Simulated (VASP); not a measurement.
A run of VASP 6.6.1 is set up as follows.

INCAR

```
SYSTEM = Zr2Al3N
  PREC = Accurate
  ENCUT = 520
  EDIFF = 1E-6
  ISMEAR = 0
  SIGMA = 0.1
  LREAL = .FALSE.
  LASPH = .TRUE.
  NELM = 80
  ALGO = Normal
  ISIF = 2
  LWAVE = .FALSE.
  LCHARG = .FALSE.
  GGA = PE
  NBANDS = 28
```

The input KPOINTS:

```
regular mesh
0
G
  12 12 6
  0 0 0
```

The input POSCAR:

```
Zr2Al3N
1.0
    5.2743911561      0.0000000000      0.0000000000
   -2.6371955780      4.5677567307      0.0000000000
    0.0000000000      0.0000000000      6.7902137639
Zr Al N
2 3 1
Direct
    0.0000000000      0.0000000000      0.7805359012
    0.0000000000      0.0000000000      0.2194640988
    0.5000000000      0.0000000000      0.0000000000
    0.0000000000      0.5000000000      0.0000000000
    0.5000000000      0.5000000000      0.0000000000
    0.0000000000      0.0000000000      0.5000000000
```

Potentials or basis: VASP PAW PBE potentials, release 64 (Zr_sv, Al, N).

The run is started by

```console
$ cat potpaw_PBE.64/Zr_sv/POTCAR potpaw_PBE.64/Al/POTCAR potpaw_PBE.64/N/POTCAR > POTCAR
$ mpirun -np 1 vasp_std > vasp.out
```

**Question.** Estimate the pressure.

**Answer.** 0.1 GPa.

**Question.** Estimate the largest force.

**Answer.** 0.076 eV/Å.

**Question.** Predict the band gap on the k mesh.

**Answer.** Zero (bands 19 and 20 overlap by 0.08 eV).

Forces in eV/Å, atoms in the order of the input:
```
Zr   0.000  0.000  0.076
Zr   0.000  0.000 -0.076
Al   0.000  0.000  0.000
Al   0.000  0.000  0.000
Al   0.000  0.000  0.000
N    0.000  0.000  0.000
```
